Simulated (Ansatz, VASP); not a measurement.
**TiO2 in VASP and in Ansatz**

The input POSCAR:

```
TiO2
1.0
    5.1170288072      0.0000000000      0.0000000000
   -2.5585144036      4.4314769389      0.0000000000
    0.0000000000      0.0000000000      5.8178160601
Ti O
3 6
Direct
    0.4661652025      0.0000000000      0.3333333333
    0.0000000000      0.4661652025      0.6666666667
    0.5338347975      0.5338347975      0.0000000000
    0.4189423308      0.2717377456      0.2136010424
    0.7282622544      0.1472045851      0.5469343757
    0.8527954149      0.5810576692      0.8802677091
    0.2717377456      0.4189423308      0.7863989576
    0.1472045851      0.7282622544      0.4530656243
    0.5810576692      0.8527954149      0.1197322909
```

INCAR.step1

```
SYSTEM = TiO2
PREC = Accurate
ENCUT = 520
ISMEAR = 0
SIGMA = 0.05
LREAL = .False.
LASPH = .True.
NELM = 60
NBANDS = 46
GGA = PE
ALGO = Normal
EDIFF = 1E-4
LWAVE = .True.
LCHARG = .False.
```

File INCAR.step2:

```
SYSTEM = TiO2
PREC = Accurate
ENCUT = 520
EDIFF = 1E-6
ISMEAR = 0
SIGMA = 0.05
LREAL = .False.
LASPH = .True.
NELM = 60
ALGO = Normal
ISIF = 2
LWAVE = .False.
LCHARG = .False.
METAGGA = R2SCAN
LMIXTAU = .True.
NBANDS = 46
ISTART = 1
```

Contents of KPOINTS:

```
regular mesh
0
Gamma
  6 6 4
  0 0 0
```

Input for Ansatz:

```yaml
crystal:
  lattice:
    - [5.1170288072, 0.0, 0.0]
    - [-2.5585144036, 4.4314769389, 0.0]
    - [0.0, 0.0, 5.8178160601]
  atoms:
    - { symbol: Ti, position: [0.4661652025, 0.0, 0.3333333333] }
    - { symbol: Ti, position: [0.0, 0.4661652025, 0.6666666667] }
    - { symbol: Ti, position: [0.5338347975, 0.5338347975, 0.0] }
    - { symbol: O, position: [0.4189423308, 0.2717377456, 0.2136010424] }
    - { symbol: O, position: [0.7282622544, 0.1472045851, 0.5469343757] }
    - { symbol: O, position: [0.8527954149, 0.5810576692, 0.8802677091] }
    - { symbol: O, position: [0.2717377456, 0.4189423308, 0.7863989576] }
    - { symbol: O, position: [0.1472045851, 0.7282622544, 0.4530656243] }
    - { symbol: O, position: [0.5810576692, 0.8527954149, 0.1197322909] }
basis:
  ecutwfc: 500
kpoints:
  mp_grid: { grid: [6, 6, 4] }
hamiltonian:
  xc: r2scan
scf:
  occupations: { method: gaussian, width: 0.05 }
output:
  forces: true
  stress: true
  eigenvalues: true
```

Change from the starting cell: strain -0.080 along x and y, -0.040 along z, atoms carried along.

Alike in both runs: task single point; functional r2SCAN; k mesh 6 × 6 × 4; occupations gaussian, width 0.05 eV; no spin polarisation.

|  | VASP | Ansatz |
| --- | --- | --- |
| version | VASP 6.6.1 | Ansatz 0.2.0 |
| potentials or method | VASP PAW PBE potentials, release 64 (Ti_sv, O), cutoff 520 eV | scalar-relativistic, plane waves, PAW |
| valence electrons in the cell | 72 | 72 |

|  | VASP | Ansatz | Ansatz less VASP |
| --- | --- | --- | --- |
| gap on the k mesh at the Fermi level (eV) | 5.04 | 5.06 | +0.021 |
| least direct gap on the mesh (eV) | 5.05 | 5.07 | +0.021 |
| pressure (GPa) | 41.8 | 40.6 | -1.20 |
| traceless stress, the component that is largest in VASP (GPa) | -0.48 | -0.46 | +0.023 |
| rms of the force components (eV/Å) | 1.448 | 1.405 | -0.0435 |

VASP's potentials were made for PBE, not for r2SCAN. Atom by atom the forces differ by 0.045 eV/Å (rms over components). Both programs put the cell under a high pressure, so it lies far from rest at this level.
